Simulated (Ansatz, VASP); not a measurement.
## Hg in VASP and in Ansatz

File INCAR:

```
SYSTEM = Hg
PREC = Accurate
ENCUT = 520
EDIFF = 1E-6
ISMEAR = 0
SIGMA = 0.05
LREAL = .False.
LASPH = .True.
NELM = 100
ALGO = Fast
ISIF = 2
LWAVE = .False.
LCHARG = .True.
GGA = PE
LELF = .True.
LVHAR = .True.
NBANDS = 19
```

File KPOINTS:

```
regular mesh
0
Gamma
  12 12 6
  0 0 0
```

File POSCAR:

```
Hg
1.0
    3.4618096384      0.0000000000      0.0000000000
   -1.7309048192      2.9980150899      0.0000000000
    0.0000000000      0.0000000000      5.4875482800
Hg
2
Direct
    0.6621807592      0.3438894102      0.7465619396
    0.3333333300      0.6666666700      0.2500000000
```

Input for Ansatz:

```yaml
crystal:
  lattice:
    - [3.4618096384, 0.0, 0.0]
    - [-1.7309048192, 2.9980150899, 0.0]
    - [0.0, 0.0, 5.48754828]
  atoms:
    - { symbol: Hg, position: [0.6621807592, 0.3438894102, 0.7465619396] }
    - { symbol: Hg, position: [0.33333333, 0.66666667, 0.25] }
basis:
  ecutwfc: 500
  fft_grid_basis: typed
kpoints:
  mp_grid: { grid: [12, 12, 6] }
hamiltonian:
  xc: pbe
  pseudopotentials: { kind: paw }
scf:
  occupations: { method: gaussian, width: 0.05 }
output:
  forces: true
  stress: true
  eigenvalues: true
  bader: true
  write_density: true
  volumetric_format: npy
```

Alike in both runs: task single point; functional PBE; k mesh 12 × 12 × 6; occupations gaussian, width 0.05 eV; no spin polarisation.

```csv
,VASP,Ansatz
version,VASP 6.6.1,Ansatz 0.2.0
potentials or method,"VASP PAW PBE potentials, release 64 (Hg), cutoff 520 eV","scalar-relativistic, plane waves, PAW"
valence electrons in the cell,24,40
```

Ansatz gave:

| Quantity | Value |
| --- | --- |
| gap on the k mesh at the Fermi level (eV) | none |
| pressure (GPa) | 0.9 |
| traceless stress, the component that is largest in VASP (GPa) | -0.09 |
| rms of the force components (eV/Å) | 0.016 |

Task: Which values does VASP return?

Result: gap on the k mesh at the Fermi level (eV): none; pressure (GPa): 1.0; traceless stress, the component that is largest in VASP (GPa): -0.09; rms of the force components (eV/Å): 0.016.

Atom by atom the forces differ by 0.001 eV/Å (rms over components). A gap of «none» marks a metal or a gap that the smearing closes. VASP's potentials hold 24 valence electrons a cell and Ansatz's 40, so a difference there can come from the potentials and not from the codes.

Neither program's run includes spin-orbit coupling.
